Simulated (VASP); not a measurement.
Wanted: the native input for a VASP 6.6.1 run.

```yaml
Task: single point
Functional: r2SCAN
Potentials_or_basis: VASP PAW PBE potentials, release 64 (Na_pv)
Cutoff: 520 eV
k_mesh: 16 × 16 × 16
Occupations: gaussian, width 0.15 eV
Spin: no spin polarisation
Dipole_correction: no
Further_INCAR_settings: ALGO = Normal; EDIFF = 1e-06; NBANDS = 10
```

The system is Na.

```
Na
1.0
    -2.18102    2.18102    2.11750
     2.18102   -2.18102    2.11750
     2.18102    2.18102   -2.11750
Na
1
Cartesian
  0.0000 0.0000 0.0000
```

This cell differs from its parent crystal: strain +0.030 along x and y, +0.000 along z.

The input as run:

POSCAR

```
Na
1.0
   -2.1810250000      2.1810250000      2.1175000000
    2.1810250000     -2.1810250000      2.1175000000
    2.1810250000      2.1810250000     -2.1175000000
Na
1
Direct
    0.0000000000      0.0000000000      0.0000000000
```

INCAR.step1

```
ALGO = Normal ; EDIFF = 1E-4
ENCUT = 520 ; GGA = PE
ISMEAR = 0 ; LASPH = T
LCHARG = F ; LREAL = F
LWAVE = T ; NBANDS = 10
NELM = 100 ; PREC = Accurate
SIGMA = 0.15
```

INCAR.step2

```
ALGO = Normal ; EDIFF = 1E-6
ENCUT = 520 ; ISIF = 2
ISMEAR = 0 ; ISTART = 1
LASPH = T ; LCHARG = F
LMIXTAU = T ; LREAL = F
LWAVE = F ; METAGGA = R2SCAN
NBANDS = 10 ; NELM = 100
PREC = Accurate ; SIGMA = 0.15
```

KPOINTS

```
k-points
0
Gamma
  16 16 16
```

Potentials or basis: VASP PAW PBE potentials, release 64 (Na_pv).

Run with:

```console
$ cat potpaw_PBE.64/Na_pv/POTCAR > POTCAR
$ cp INCAR.step1 INCAR
$ mpirun -np 1 vasp_std > vasp.out
$ cp INCAR.step2 INCAR
$ mpirun -np 1 vasp_std > vasp.out
```

It gave:

```yaml
Pressure: -0.5 GPa
Band_gap_on_the_k_mesh: zero (an odd number of electrons rules out a gap without spin polarisation)
```

Caveat: the cell differs from its parent crystal (strain +0.030 along x and y, +0.000 along z); the PAW data sets were made with another functional, which shifts forces and pressure a little.

Wall time 3.1 min on 1 thread of Intel(R) Xeon(R) 6975P-C (Granite Rapids) (shared host), peak memory 0.23 GiB.
